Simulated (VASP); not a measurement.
Set up this calculation in VASP 6.6.1, as the native input.

| Property | Result |
| --- | --- |
| Task | single point |
| Functional | PBE |
| Potentials or basis | VASP PAW PBE potentials, release 64 (Ru_pv, Pd, C, N) |
| Cutoff | 520 eV |
| k mesh | 4 × 4 × 4 |
| Occupations | gaussian, width 0.1 eV |
| Spin | collinear spin, ferromagnetic start |
| Starting moments | [1.0, 0.0, 0.0, 0.0, 0.0, 0.0, 0.0, 0.0, 0.0, 0.0] μB |
| Dipole correction | no |
| Further INCAR settings | ALGO = Normal; EDIFF = 1e-06; NBANDS = 45 |

The structure of PdRuC4N4 lies in POSCAR:

```
PdRuC4N4
1.0
    5.8808898400      0.0000000000      0.0000000000
    0.0000000000      5.8808898400      0.0000000000
    0.0000000000      0.0000000000      5.8808898400
Ru Pd C N
1 1 4 4
Direct
    0.5000000000      0.5000000000      0.5000000000
    0.0000000000      0.0000000000      0.0000000000
    0.1902611400      0.1902611400      0.1902611400
    0.1902611400      0.8097388600      0.8097388600
    0.8097388600      0.1902611400      0.8097388600
    0.8097388600      0.8097388600      0.1902611400
    0.3051246800      0.3051246800      0.3051246800
    0.3051246800      0.6948753200      0.6948753200
    0.6948753200      0.3051246800      0.6948753200
    0.6948753200      0.6948753200      0.3051246800
```

These files were run (other wordings do the same):

INCAR

```
SYSTEM = PdRuC4N4
PREC = Accurate
ENCUT = 520
EDIFF = 1E-6
ISMEAR = 0
SIGMA = 0.1
LREAL = .FALSE.
LASPH = .TRUE.
NELM = 150
ALGO = Normal
ISIF = 2
LWAVE = .FALSE.
LCHARG = .TRUE.
ISPIN = 2
MAGMOM = 1 0 0 0 0 0 0 0 0 0
LORBIT = 11
LMAXMIX = 4
GGA = PE
LELF = .TRUE.
LVHAR = .TRUE.
NBANDS = 45
```

KPOINTS

```
regular mesh
0
G
  4 4 4
  0 0 0
```

Potentials or basis: VASP PAW PBE potentials, release 64 (Ru_pv, Pd, C, N).

Run with:

```sh
$ cat potpaw_PBE.64/Ru_pv/POTCAR potpaw_PBE.64/Pd/POTCAR potpaw_PBE.64/C/POTCAR potpaw_PBE.64/N/POTCAR > POTCAR
$ mpirun -np 1 vasp_std > vasp.out
```

Results of the run:

| Item | Value |
| --- | --- |
| Pressure | 2.7 GPa |
| Largest force | 3.648 eV/Å |
| Band gap on the k mesh | 0.15 eV (least direct gap 0.26 eV) |
| Net moment | 0.00 μB per cell |
| Valence electrons inside the program's atomic spheres | Ru 12.41; Pd 10.11; C 2.56; N 3.91 |

Caveat: forces of over 1 eV/Å act on the atoms, so gaps and moduli don't describe the material at rest.

It took 7.6 min on 1 thread of Oxide Virtual Turin-like Processor, on a shared host, peak memory 0.45 GiB.
